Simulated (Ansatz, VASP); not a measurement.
**SnSe2: VASP beside Ansatz**

```
CELL_PARAMETERS angstrom
-3.83905 0.00000 0.00000
-1.91952 -3.32471 0.00000
0.00000 0.00000 13.52326
ATOMIC_POSITIONS crystal
Sn 0.00000 0.00000 0.66681
Sn 0.00000 0.00000 0.22227
Se 0.33333 0.33333 0.78468
Se 0.33333 0.33333 0.34014
Se 0.66667 0.66667 0.10440
Se 0.66667 0.66667 0.54894
```

Alike in both runs: task single point; functional PBE; dispersion D3(BJ); k mesh 10 × 10 × 3; occupations gaussian, width 0.03 eV; no spin polarisation.

```csv
,VASP,Ansatz
version,VASP 6.6.1,Ansatz 0.2.0
potentials or method,"VASP PAW PBE potentials, release 64 (Sn_d, Se), cutoff 520 eV","scalar-relativistic, plane waves, PAW"
valence electrons in the cell,52,92
```

```csv
,VASP,Ansatz,Ansatz less VASP
gap on the k mesh at the Fermi level (eV),0.67,0.67,+0.002
least direct gap on the mesh (eV),0.94,0.94,+0.002
pressure (GPa),-0.3,-0.3,-0.05
"traceless stress, the component that is largest in VASP (GPa)",-0.14,-0.15,-0.008
rms of the force components (eV/Å),0.031,0.026,-0.0055
```

Atom by atom the forces differ by 0.007 eV/Å (rms over components). VASP's potentials hold 52 valence electrons a cell and Ansatz's 92, so a difference there can come from the potentials and not from the codes.
